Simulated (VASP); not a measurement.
Input of a VASP 6.6.1 run:

The input INCAR:

```
SYSTEM = Ni
ALGO = Normal
EDIFF = 1E-6
ENCUT = 690
GGA = PE
GGA_COMPAT = .False.
ISIF = 2
ISMEAR = -1
ISPIN = 2
LASPH = .True.
LCHARG = .False.
LMAXMIX = 4
LORBIT = 11
LREAL = .False.
LWAVE = .False.
MAGMOM = 1
NBANDS = 19
NELM = 200
NUPDOWN = 1.0
PREC = Accurate
SIGMA = 0.05
```

KPOINTS

```
k-points
0
Gamma
  11 11 11
  0 0 0
```

File POSCAR:

```
Ni
1.0
   -1.3837154700      1.3837154700      1.3837154700
    1.3837154700     -1.3837154700      1.3837154700
    1.3837154700      1.3837154700     -1.3837154700
Ni
1
Direct
    0.0000000000      0.0000000000      0.0000000000
```

Potentials or basis: VASP PAW PBE potentials, release 64 (Ni_sv_GW).

Command:

```sh
$ cat potpaw_PBE.64/Ni_sv_GW/POTCAR > POTCAR
$ mpirun -np 1 vasp_std > vasp.out
```

Task: Estimate the pressure.

Result: 11.3 GPa.

Caveat: the cell stands under pressure; the total moment is fixed, so each spin has its own Fermi level and the state may be an excited one.
